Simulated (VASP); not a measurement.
**CsSnI3: single point with PBE**

CsSnI3:

```
CELL_PARAMETERS angstrom
6.24149 0.00000 0.00000
0.00000 6.24149 0.00000
0.00000 0.00000 6.24149
ATOMIC_POSITIONS crystal
Cs 0.00000 0.00000 0.00000
Sn 0.50000 0.50000 0.50000
I 0.50000 0.50000 0.00000
I 0.50000 0.00000 0.50000
I 0.00000 0.50000 0.50000
```

```yaml
Program: VASP 6.6.1
Task: single point
Functional: PBE
Potentials_or_basis: VASP PAW PBE potentials, release 64 (Cs_sv, Sn_d, I)
Cutoff: 520 eV
k_mesh: 4 × 4 × 4
Occupations: fermi-dirac, width 0.02 eV
Spin: no spin polarisation
```

The pressure is 0.5 GPa and the band gap on the k mesh is 0.38 eV, direct.

Levels at points of the mesh, in eV from the valence-band top:
```tsv
k point	band 18	band 19	band 20	band 21	band 22	band 23	band 24	band 25	band 26	band 27
(0.00, 0.00, 0.00)	-2.24	-2.24	-2.09	-2.09	-2.09	2.25	3.20	3.20	3.54	3.54
(0.50, 0.00, 0.00)	-2.48	-2.40	-2.21	-2.21	-1.52	1.13	3.76	3.98	4.28	4.31
(0.50, 0.50, 0.00)	-2.54	-2.54	-2.44	-1.68	-0.75	0.82	0.82	3.97	4.26	4.42
(0.50, 0.50, 0.50)	-2.43	-1.66	-1.66	-1.66	0.00	0.38	0.38	0.38	3.07	4.07
```

Wall time 100 s on 1 thread of Oxide Virtual Turin-like Processor, with other jobs on the host, peak memory 0.32 GiB.

Caveat: spin-orbit coupling is left out, which moves the levels of the heavy elements. A k mesh can miss the band edges.
